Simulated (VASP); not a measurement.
# MoS2 (P6_3/mmc) in VASP: further runs

MoS2 is run at these levels: PBEsol; tasks: single point.

Program: VASP 6.6.1. These are calculated values, not measurements. Logs are shortened: lines on timing, memory, paths and dates and some standing lists are left out, and cuts for length are marked.

### Step 1. The cell of the first run

The structure is hexagonal, space group P6_3/mmc (No. 194). Conventional cell: a = 3.267 Å, b = 3.267 Å, c = 12.947 Å, α = 90.00°, β = 90.00°, γ = 120.00°. Within 3.3 Å of Mo (site symmetry -6m2) lie 6 S at 2.48 Å and 6 Mo at 3.27 Å. Within 3.3 Å of S (site symmetry 3m) lie 3 Mo at 2.48 Å and 7 S at 3.21 to 3.27 Å.

### Step 2. Single point, PBEsol

INCAR

```
SYSTEM = MoS2
  PREC = Accurate
  ENCUT = 520
  EDIFF = 1E-6
  ISMEAR = 1
  SIGMA = 0.143
  LREAL = .FALSE.
  LASPH = .TRUE.
  NELM = 60
  ALGO = Normal
  ISIF = 2
  LWAVE = .FALSE.
  LCHARG = .FALSE.
  GGA = PS
  NBANDS = 35
```

KPOINTS

```
regular mesh
0
G
  12 12 2
  0 0 0
```

POSCAR

```
MoS2
1.0
    3.2673000000      0.0000000000      0.0000000000
   -1.6336500000      2.8295648018      0.0000000000
    0.0000000000      0.0000000000     12.9474000000
Mo S
2 4
Direct
    0.3333333333      0.6666666667      0.2500000000
    0.6666666667      0.3333333333      0.7500000000
    0.3333333333      0.6666666667      0.6259932117
    0.6666666667      0.3333333333      0.1259932117
    0.3333333333      0.6666666667      0.8740067883
    0.6666666667      0.3333333333      0.3740067883
```

Potentials or basis: VASP PAW PBE potentials, release 64 (Mo_sv, S).

Command:

```
$ cat potpaw_PBE.64/Mo_sv/POTCAR potpaw_PBE.64/S/POTCAR > POTCAR
$ mpirun -np 1 vasp_std > vasp.out
```

OUTCAR:

```text
SYSTEM = MoS2
   PREC = Accurate
   ENCUT = 520
   EDIFF = 1E-6
   ISMEAR = 1
   LREAL = .FALSE.
   LASPH = .TRUE.
   NELM = 60
   ISIF = 2
   GGA = PS

 ion  position               nearest neighbor table
   1  0.333  0.667  0.250-   4 2.48   6 2.48   4 2.48   6 2.48   4 2.48   6 2.48
   2  0.667  0.333  0.750-   3 2.48   5 2.48   3 2.48   5 2.48   3 2.48   5 2.48
   3  0.333  0.667  0.626-   2 2.48   2 2.48   2 2.48
   4  0.667  0.333  0.126-   1 2.48   1 2.48   1 2.48
   5  0.333  0.667  0.874-   2 2.48   2 2.48   2 2.48
   6  0.667  0.333  0.374-   1 2.48   1 2.48   1 2.48

  LATTYP: Found a hexagonal cell.
 ALAT       =     3.2673000000
 C/A-ratio  =     3.9627215132

  Lattice vectors:

 A1 = (   3.2673000000,   0.0000000000,   0.0000000000)
 A2 = (  -1.6336500000,   2.8295648018,   0.0000000000)
 A3 = (   0.0000000000,   0.0000000000,  12.9474000000)

Analysis of symmetry for initial positions (statically):
=====================================================================
 Subroutine PRICEL returns:
 Original cell was already a primitive cell.

 Routine SETGRP: Setting up the symmetry group for a
 hexagonal supercell.

 Subroutine GETGRP returns: Found 24 space group operations
 (whereof 12 operations were pure point group operations)
 out of a pool of 24 trial point group operations.

The static configuration has the point symmetry D_3d.
 The point group associated with its full space group is D_6h.

Analysis of symmetry for dynamics (positions and initial velocities):
=====================================================================
 Subroutine PRICEL returns:
 Original cell was already a primitive cell.

 Routine SETGRP: Setting up the symmetry group for a
 hexagonal supercell.

 Subroutine GETGRP returns: Found 24 space group operations
 (whereof 12 operations were pure point group operations)
 out of a pool of 24 trial point group operations.

The dynamic configuration has the point symmetry D_3d.
 The point group associated with its full space group is D_6h.

 Subroutine INISYM returns: Found 24 space group operations
 (whereof 12 operations are pure point group operations),
 and found     1 'primitive' translations

----------------------------------------------------------------------------------------

                                     Primitive cell
[... 87 lines left out ...]
   NGX,Y,Z   is equivalent  to a cutoff of  12.21, 12.21, 12.33 a.u.
   NGXF,Y,Z  is equivalent  to a cutoff of  24.42, 24.42, 24.65 a.u.
 SYSTEM =  MoS2
   PREC   = accura    normal or accurate (medium, high low for compatibility)
   ISTART =      0    job   : 0-new  1-cont  2-samecut
   ICHARG =      2    charge: 1-file 2-atom 10-const
   ISPIN  =      1    spin polarized calculation?
   LNONCOLLINEAR =      F non collinear calculations
   LSORBIT =      F    spin-orbit coupling
   LASPH  =      T    aspherical Exc in radial PAW
   ENCUT  =  520.0 eV  38.22 Ry    6.18 a.u.   6.08  6.08 24.07*2*pi/ulx,y,z
   NELM   =     60;   NELMIN=  2; NELMDL= -5     # of ELM steps
   EDIFF  = 0.1E-05   stopping-criterion for ELM
   LREAL  =      F    real-space projection
[... 7 lines left out ...]
   TEBEG  =    0.0;   TEEND  =   0.0 temperature during run
   PSTRESS=    0.0 pullay stress
   NELECT =      52.0000    total number of electrons
   NUPDOWN=      -1.0000    fix difference up-down
   EMIN   =  10.00;   EMAX   =-10.00  energy-range for DOS
   EFERMI =   0.00;   METHOD = LEGACY
   ISMEAR =     1;   SIGMA  =   0.14  broadening in eV -4-tet -1-fermi 0-gaus
   EFERMI_NEDOS =   21; number of points for ismear=-14 and -15
   IALGO  =     38    algorithm
   IMIX   =      4    mixing-type and parameters
     AMIX     =   0.40;   BMIX     =  1.00
     AMIX_MAG =   1.60;   BMIX_MAG =  1.00
  volume/ion in A,a.u.               =      19.95       134.63
  Fermi-wavevector in a.u.,A,eV,Ry     =   1.239878  2.343029 20.916194  1.537297
  Thomas-Fermi vector in A             =   2.374342
   LORBIT       =      0    0 simple, 1 ext, 2 COOP (PROOUT), +10 PAW based schemes
   GGA     = PS    functional components
   LHFCALC =     F    Hartree Fock is set to
   AEXX    =    0.0000 exact exchange contribution
   IVDW    =     0    specifies the selected vdW correction
   LEPSILON=     F    determine dielectric tensor
   LRPA    =     F    only Hartree local field effects (RPA)
 non-spin polarized calculation
 Methfessel and Paxton  Order N= 1 SIGMA  =   0.14
  energy-cutoff  :      520.00
  volume of cell :      119.70
 maximum number of plane-waves:      3276
   NGX = 13   NGY = 13   NGZ = 49

 number of electron      52.0000005 magnetization

 Free energy of the ion-electron system (eV)
  ---------------------------------------------------
  ext. energy  EPLUGINS =         0.00000000
  ---------------------------------------------------
  free energy    TOTEN  =       -46.36322125 eV

  energy without entropy =      -46.36348087  energy(sigma->0) =      -46.36330779

 E-fermi :   5.9992     XC(G=0): -10.4066

 val. band max:        5.9368075743   @ k =   0.0000   0.0000   0.0000
 cond. band min:       6.9356208607   @ k =   0.1667   0.1667   0.0000
 fundamental gap:      0.9988132864
 Fermi energy:         5.9992382736

 k-point     1 :       0.0000    0.0000    0.0000
  band No.  band energies     occupation
      1     -55.4347      2.00000
      2     -55.4347      2.00000
      3     -29.5436      2.00000
      4     -29.5435      2.00000
      5     -29.4021      2.00000
      6     -29.4021      2.00000
[... 901 lines left out ...]
     34       9.1322      0.00000
     35      12.5747      0.00000

 [... further k-points ...]
[... 5 lines left out ...]
  --------------------------------------------------------------------------------------
  -------------------------------------------------------------------------------------
  Total       -9.7166966     -9.7166966     -9.6245266      0.0000000      0.0000000      0.0000000
  in kB     -130.0582782   -130.0582782   -128.8245801      0.0000000      0.0000000      0.0000000
  external PRESSURE =    -129.6470455 kB  Pullay stress =       0.0000000 kB

 VOLUME and BASIS-vectors are now :
 -----------------------------------------------------------------------------
  energy-cutoff  :      520.00
  volume of cell :      119.70
      direct lattice vectors                 reciprocal lattice vectors
     3.267300000  0.000000000  0.000000000     0.306063110  0.176705619  0.000000000
    -1.633650000  2.829564802  0.000000000     0.000000000  0.353411238  0.000000000
     0.000000000  0.000000000 12.947400000     0.000000000  0.000000000  0.077235584

 POSITION                                       TOTAL-FORCE (eV/Angst)
 -----------------------------------------------------------------------------------
     -0.00000      1.88638      3.23685         0.000000     -0.000000     -0.000000
      1.63365      0.94319      9.71055        -0.000000      0.000000     -0.000000
     -0.00000      1.88638      8.10498         0.000000      0.000000      1.443835
      1.63365      0.94319      1.63128        -0.000000      0.000000      1.443835
     -0.00000      1.88638     11.31612        -0.000000     -0.000000     -1.443835
      1.63365      0.94319      4.84242        -0.000000      0.000000     -1.443835
 -----------------------------------------------------------------------------------
    total drift:                               -0.000000      0.000000     -0.000000

  FREE ENERGIE OF THE ION-ELECTRON SYSTEM (eV)
  ---------------------------------------------------
  free  energy   TOTEN  =       -46.3632212495 eV

  energy  without entropy=      -46.3634808692  energy(sigma->0) =      -46.36330779
```

It took 3.7 min on 1 thread of Intel Xeon 8259CL, shared host; peak memory 0.29 GiB.

What came out:

- Free energy: -46.3632 eV
- Pressure: -13.0 GPa
- Largest force: 1.444 eV/Å
- Band gap on the k mesh: 1.00 eV (least direct gap 1.47 eV)

Forces on the atoms (eV/Å):
```
Mo   0.000  0.000  0.000
Mo   0.000  0.000  0.000
S    0.000  0.000  1.444
S    0.000  0.000  1.444
S    0.000  0.000 -1.444
S    0.000  0.000 -1.444
```

Caveat: the cell stands under tension; the PAW data sets were made with another functional, which shifts forces and pressure a little; this functional lacks dispersion, which binds layers or chains, so the pressure and a relaxed spacing across them are unreliable. A k mesh can miss the band edges.

### Step 3. Single point, PBEsol

This run uses another cell than the first one, of 20.14 Å³/atom.

INCAR

```
PREC = Accurate
ENCUT = 520
EDIFF = 1E-6
ISMEAR = 1
SIGMA = 0.115
LREAL = F
LASPH = T
NELM = 80
ALGO = Normal
ISIF = 2
LWAVE = F
LCHARG = F
GGA = PS
NBANDS = 35
```

KPOINTS

```
Automatic mesh
0
Gamma
  12 12 2
```

Changes to POSCAR since step 2:

```diff
@@ -2,5 +2,5 @@
 1.0
-    3.2673000000      0.0000000000      0.0000000000
-   -1.6336500000      2.8295648018      0.0000000000
-    0.0000000000      0.0000000000     12.9474000000
+    3.2987000000      0.0000000000      0.0000000000
+   -1.6493500000      2.8567579994      0.0000000000
+    0.0000000000      0.0000000000     12.8217000000
 Mo S
```

Potentials or basis: VASP PAW PBE potentials, release 64 (Mo_sv, S).

Command:

```
$ cat potpaw_PBE.64/Mo_sv/POTCAR potpaw_PBE.64/S/POTCAR > POTCAR
$ mpirun -np 1 vasp_std > vasp.out
```

Wall time 5.6 min (1 thread of Intel Xeon 8259CL, shared host); peak memory 0.32 GiB.

The run converged. Its results:

| Quantity | Value |
| --- | --- |
| Free energy | -46.2555 eV |
| Pressure | -13.6 GPa |
| Largest force | 1.341 eV/Å |
| Band gap on the k mesh | 0.80 eV (least direct gap 1.37 eV) |

Forces in eV/Å, atoms in the order of the input:
```
Mo   0.000  0.000  0.000
Mo   0.000  0.000  0.000
S    0.000  0.000  1.341
S    0.000  0.000  1.341
S    0.000  0.000 -1.341
S    0.000  0.000 -1.341
```

Stress tensor (GPa, compression positive):
```
-14.60   0.00   0.00
  0.00 -14.60   0.00
  0.00   0.00 -11.73
```

Levels at points of the mesh, in eV from the valence-band top:
```tsv
k point	band 23	band 24	band 25	band 26	band 27	band 28	band 29	band 30
(0.00, 0.00, 0.00)	-2.05	-1.14	-0.79	0.00	1.86	1.86	1.89	1.89
(0.50, 0.00, 0.00)	-1.72	-1.59	-1.22	-1.11	1.31	1.34	1.71	1.86
(0.00, 0.00, 0.50)	-2.06	-2.06	-0.20	-0.20	1.87	1.87	1.87	1.87
(0.50, 0.00, 0.50)	-1.65	-1.65	-1.16	-1.16	1.32	1.32	1.79	1.79
```

Caveat: the cell stands under tension; the PAW data sets were made with another functional, which shifts forces and pressure a little; this functional lacks dispersion, which binds layers or chains, so the pressure and a relaxed spacing across them are unreliable.

### Step 4. Single point, PBEsol

This run uses another cell than the first one, of 20.14 Å³/atom.

INCAR

```
ALGO = Normal
EDIFF = 1E-6
ENCUT = 520
GGA = PS
ISIF = 2
ISMEAR = 1
LASPH = True
LCHARG = True
LELF = True
LREAL = False
LVHAR = True
LWAVE = False
NBANDS = 35
NELM = 80
PREC = Accurate
SIGMA = 0.149
```

KPOINTS

```
k-points
0
Gamma
  12 12 2
```

Changes to POSCAR since step 3:

```diff
@@ -2,5 +2,5 @@
 1.0
-    3.2987000000      0.0000000000      0.0000000000
-   -1.6493500000      2.8567579994      0.0000000000
-    0.0000000000      0.0000000000     12.8217000000
+    3.2673000000      0.0000000000      0.0000000000
+   -1.6336500000      2.8295648018      0.0000000000
+    0.0000000000      0.0000000000     13.0731000000
 Mo S
```

Potentials or basis: VASP PAW PBE potentials, release 64 (Mo_sv, S).

Command:

```
$ cat potpaw_PBE.64/Mo_sv/POTCAR potpaw_PBE.64/S/POTCAR > POTCAR
$ mpirun -np 1 vasp_std > vasp.out
```

OUTCAR:

```text
EDIFF = 1E-6
   ENCUT = 520
   GGA = PS
   ISIF = 2
   ISMEAR = 1
   LASPH = True
   LREAL = False
   NELM = 80
   PREC = Accurate

 ion  position               nearest neighbor table
   1  0.333  0.667  0.250-   4 2.49   6 2.49   4 2.49   6 2.49   4 2.49   6 2.49
   2  0.667  0.333  0.750-   3 2.49   5 2.49   3 2.49   5 2.49   3 2.49   5 2.49
   3  0.333  0.667  0.626-   2 2.49   2 2.49   2 2.49
   4  0.667  0.333  0.126-   1 2.49   1 2.49   1 2.49
   5  0.333  0.667  0.874-   2 2.49   2 2.49   2 2.49
   6  0.667  0.333  0.374-   1 2.49   1 2.49   1 2.49

  LATTYP: Found a hexagonal cell.
 ALAT       =     3.2673000000
 C/A-ratio  =     4.0011936461

  Lattice vectors:

 A1 = (   3.2673000000,   0.0000000000,   0.0000000000)
 A2 = (  -1.6336500000,   2.8295648018,   0.0000000000)
 A3 = (   0.0000000000,   0.0000000000,  13.0731000000)

Analysis of symmetry for initial positions (statically):
=====================================================================
[... 177 lines left out ...]
  ---------------------------------------------------
  free energy    TOTEN  =       -46.26293990 eV

  energy without entropy =      -46.26335235  energy(sigma->0) =      -46.26307738

 E-fermi :   5.8044     XC(G=0): -10.3578

 val. band max:        5.7614430576   @ k =   0.0000   0.0000   0.0000
 cond. band min:       6.7896895737   @ k =   0.1667   0.1667   0.0000
 fundamental gap:      1.0282465161
 Fermi energy:         5.8044200590

 k-point     1 :       0.0000    0.0000    0.0000
  band No.  band energies     occupation
      1     -55.5516      2.00000
      2     -55.5516      2.00000
      3     -29.6574      2.00000
      4     -29.6573      2.00000
      5     -29.5122      2.00000
      6     -29.5122      2.00000
[... 901 lines left out ...]
     34       8.9735      0.00000
     35      12.4342      0.00000

 [... further k-points ...]
[... 5 lines left out ...]
  --------------------------------------------------------------------------------------
  -------------------------------------------------------------------------------------
  Total      -10.1297845    -10.1297845    -11.2140893      0.0000000      0.0000000     -0.0000000
  in kB     -134.2837775   -134.2837775   -148.6576798      0.0000000      0.0000000     -0.0000000
  external PRESSURE =    -139.0750783 kB  Pullay stress =       0.0000000 kB

 VOLUME and BASIS-vectors are now :
 -----------------------------------------------------------------------------
  energy-cutoff  :      520.00
  volume of cell :      120.86
      direct lattice vectors                 reciprocal lattice vectors
     3.267300000  0.000000000  0.000000000     0.306063110  0.176705619  0.000000000
    -1.633650000  2.829564802  0.000000000     0.000000000  0.353411238  0.000000000
     0.000000000  0.000000000 13.073100000     0.000000000  0.000000000  0.076492951

 POSITION                                       TOTAL-FORCE (eV/Angst)
 -----------------------------------------------------------------------------------
     -0.00000      1.88638      3.26828        -0.000000      0.000000     -0.000000
      1.63365      0.94319      9.80483         0.000000     -0.000000     -0.000000
     -0.00000      1.88638      8.18367        -0.000000     -0.000000      1.667038
      1.63365      0.94319      1.64712         0.000000      0.000000      1.667038
     -0.00000      1.88638     11.42598        -0.000000     -0.000000     -1.667038
      1.63365      0.94319      4.88943         0.000000     -0.000000     -1.667038
 -----------------------------------------------------------------------------------
    total drift:                               -0.000000      0.000000     -0.000000

  FREE ENERGIE OF THE ION-ELECTRON SYSTEM (eV)
  ---------------------------------------------------
  free  energy   TOTEN  =       -46.2629399004 eV

  energy  without entropy=      -46.2633523490  energy(sigma->0) =      -46.26307738
```

It took 4.2 min on 1 thread of Intel Xeon 8259CL, shared host; peak memory 0.29 GiB.

Results:

| Item | Value |
| --- | --- |
| Free energy | -46.2629 eV |
| Pressure | -13.9 GPa |
| Largest force | 1.667 eV/Å |
| Band gap on the k mesh | 1.03 eV (least direct gap 1.49 eV) |

Forces on the atoms (eV/Å):
```
Mo   0.000  0.000  0.000
Mo   0.000  0.000  0.000
S    0.000  0.000  1.667
S    0.000  0.000  1.667
S    0.000  0.000 -1.667
S    0.000  0.000 -1.667
```

Caveat: the cell stands under tension; the PAW data sets were made with another functional, which shifts forces and pressure a little; this functional lacks dispersion, which binds layers or chains, so the pressure and a relaxed spacing across them are unreliable.

### Step 5. Single point, PBEsol

This run uses another cell than the first one, of 20.34 Å³/atom.

INCAR

```
SYSTEM = MoS2
PREC = Accurate ; ENCUT = 520
EDIFF = 1E-6 ; ISMEAR = 1
SIGMA = 0.13 ; LREAL = .False.
LASPH = .True. ; NELM = 100
ALGO = Normal ; ISIF = 2
LWAVE = .False. ; LCHARG = .True.
GGA = PS ; LELF = .True.
LVHAR = .True. ; NBANDS = 35
```

KPOINTS

```
Automatic mesh
0
Gamma
  12 12 2
  0 0 0
```

Changes to POSCAR since step 4:

```diff
@@ -2,5 +2,5 @@
 1.0
-    3.2673000000      0.0000000000      0.0000000000
-   -1.6336500000      2.8295648018      0.0000000000
-    0.0000000000      0.0000000000     13.0731000000
+    3.2987000000      0.0000000000      0.0000000000
+   -1.6493500000      2.8567579994      0.0000000000
+    0.0000000000      0.0000000000     12.9474000000
 Mo S
```

Command:

```
$ cat potpaw_PBE.64/Mo_sv/POTCAR potpaw_PBE.64/S/POTCAR > POTCAR
$ mpirun -np 1 vasp_std > vasp.out
```

Wall time 5.7 min (1 thread of Intel Xeon 8259CL, shared host); peak memory 0.32 GiB.

Results (log left out):

| Quantity | Value |
| --- | --- |
| Free energy | -46.1618 eV |
| Pressure | -14.6 GPa |
| Largest force | 1.566 eV/Å |
| Band gap on the k mesh | 0.91 eV (least direct gap 1.39 eV) |

Forces in eV/Å, atoms in the order of the input:
```
Mo   0.000  0.000  0.000
Mo   0.000  0.000  0.000
S    0.000  0.000  1.566
S    0.000  0.000  1.566
S    0.000  0.000 -1.566
S    0.000  0.000 -1.566
```

Stress tensor (GPa, compression positive):
```
-14.99   0.00   0.00
  0.00 -14.99   0.00
  0.00   0.00 -13.70
```

Levels at points of the mesh, in eV from the valence-band top:
```csv
k point,band 24,band 25,band 26,band 27,band 28,band 29
"(0.00, 0.00, 0.00)",-1.16,-0.77,0.00,1.92,1.92,1.94
"(0.50, 0.00, 0.00)",-1.48,-1.15,-1.05,1.38,1.41,1.77
"(0.00, 0.00, 0.50)",-1.94,-0.20,-0.20,1.92,1.92,1.92
"(0.50, 0.00, 0.50)",-1.54,-1.09,-1.09,1.40,1.40,1.85
```

Caveat: the cell stands under tension; the PAW data sets were made with another functional, which shifts forces and pressure a little; this functional lacks dispersion, which binds layers or chains, so the pressure and a relaxed spacing across them are unreliable. A hybrid or GW would open this gap; PBEsol tends to underestimate it.

### Step 6. Overview

| cell | smearing | gap on the mesh (eV) | pressure (GPa) | largest force (eV/Å) |
| --- | --- | --- | --- | --- |
| a = 3.267, b = 3.267, c = 12.947 Å, angles 90.0, 90.0, 120.0°, 6 atoms | methfessel-paxton 0.143 eV | 1.00 | -13.0 | 1.44 |
| a = 3.299, b = 3.299, c = 12.822 Å, angles 90.0, 90.0, 120.0°, 6 atoms | methfessel-paxton 0.115 eV | 0.80 | -13.6 | 1.34 |
| a = 3.267, b = 3.267, c = 13.073 Å, angles 90.0, 90.0, 120.0°, 6 atoms | methfessel-paxton 0.149 eV | 1.03 | -13.9 | 1.67 |
| a = 3.299, b = 3.299, c = 12.947 Å, angles 90.0, 90.0, 120.0°, 6 atoms | methfessel-paxton 0.13 eV | 0.91 | -14.6 | 1.57 |

Alike in all rows: task single point; level PBEsol; potentials or basis VASP PAW PBE potentials, release 64 (Mo_sv, S); no spin polarisation; k mesh 12 × 12 × 2; cutoff (eV) 520.

Caveats: the cell stands under tension; the PAW data sets were made with another functional, which shifts forces and pressure a little; this functional lacks dispersion, which binds layers or chains, so the pressure and a relaxed spacing across them are unreliable.

Total energies depend on the potentials used, so only differences within one code and one set of settings carry meaning.
